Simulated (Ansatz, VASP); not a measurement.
**CdSe in VASP and in Ansatz**

```
Cd Se
1.0
     4.33992    0.00000    0.00000
    -2.16996    3.75848    0.00000
     0.00000    0.00000    7.07838
Cd Se
2 2
Direct
  0.33333 0.66667 0.93800
  0.66667 0.33333 0.43800
  0.33333 0.66667 0.43800
  0.66667 0.33333 0.93800
```

Change from the starting cell: polar distortion scaled by 0.00.

Alike in both runs: task single point; functional r2SCAN; k mesh 9 × 9 × 4; no spin polarisation.

|  | VASP | Ansatz |
| --- | --- | --- |
| version | VASP 6.6.1 | Ansatz 0.2.0 |
| potentials or method | VASP PAW PBE potentials, release 64 (Cd, Se), cutoff 520 eV | scalar-relativistic, plane waves, PAW |
| occupations | gaussian, width 0.01 eV | fixed |
| valence electrons in the cell | 36 | 72 |

VASP gave:

| Item | Value |
| --- | --- |
| gap on the k mesh at the Fermi level (eV) | 1.42 |
| least direct gap on the mesh (eV) | 1.42 |
| pressure (GPa) | 3.8 |
| traceless stress, the component that is largest in VASP (GPa) | -5.95 |

Task: What did Ansatz give for the same quantities?

Result: gap on the k mesh at the Fermi level (eV): 1.41; least direct gap on the mesh (eV): 1.41; pressure (GPa): 3.5; traceless stress, the component that is largest in VASP (GPa): -5.68.

VASP's potentials were made for PBE, not for r2SCAN. VASP's potentials hold 36 valence electrons a cell and Ansatz's 72, so a difference there can come from the potentials and not from the codes.
